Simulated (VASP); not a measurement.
Here is a VASP 6.6.1 calculation.

File POSCAR:

```
Li4NO
1.0
    3.3128700000      0.0000000000      0.0000000000
    0.0000000000      3.3128700000      0.0000000000
    0.0000000000      0.0000000000      4.9365200000
Li N O
4 1 1
Direct
    0.0000000000      0.5000000000      0.2638500000
    0.0000000000      0.5000000000      0.7361500000
    0.5000000000      0.0000000000      0.2638500000
    0.5000000000      0.0000000000      0.7361500000
    0.0000000000      0.0000000000      0.0000000000
    0.5000000000      0.5000000000      0.5000000000
```

INCAR.step1

```
SYSTEM = Li4NO
ALGO = Normal
EDIFF = 1E-5
ENCUT = 830
GGA = PE
GGA_COMPAT = .False.
ISMEAR = -1
LASPH = .True.
LCHARG = .False.
LREAL = .False.
LWAVE = .True.
NBANDS = 20
NELM = 120
PREC = Accurate
SIGMA = 0.1
```

INCAR.step2

```
SYSTEM = Li4NO
ALGO = Normal
EDIFF = 1E-6
ENCUT = 830
GGA_COMPAT = .False.
ISIF = 2
ISMEAR = -1
ISTART = 1
LASPH = .True.
LCHARG = .True.
LELF = .True.
LMIXTAU = .True.
LREAL = .False.
LVHAR = .True.
LWAVE = .False.
METAGGA = R2SCAN
NBANDS = 20
NELM = 120
PREC = Accurate
SIGMA = 0.1
```

The input KPOINTS:

```
k-points
0
Gamma
  6 6 4
  0 0 0
```

Potentials or basis: VASP PAW PBE potentials, release 64 (Li_sv, N, O).

Run with:

```bash
$ cat potpaw_PBE.64/Li_sv/POTCAR potpaw_PBE.64/N/POTCAR potpaw_PBE.64/O/POTCAR > POTCAR
$ cp INCAR.step1 INCAR
$ mpirun -np 1 vasp_std > vasp.out
$ cp INCAR.step2 INCAR
$ mpirun -np 1 vasp_std > vasp.out
```

Question: Estimate the band gap on the k mesh.

Answer: Zero (an odd number of electrons rules out a gap without spin polarisation).

Question: What does it give for the largest force?

Answer: 0.024 eV/Å.

Question: Estimate the pressure.

Answer: -4.0 GPa.

Forces in eV/Å, atoms in the order of the input:
```
Li   0.000  0.000  0.024
Li   0.000  0.000 -0.024
Li   0.000  0.000  0.024
Li   0.000  0.000 -0.024
N    0.000  0.000  0.000
O    0.000  0.000  0.000
```

Caveat: the cell stands under tension; the PAW data sets were made with another functional, which shifts forces and pressure a little; an odd number of electrons without spin polarisation forces a metal; a magnetic or distorted state may lie lower.
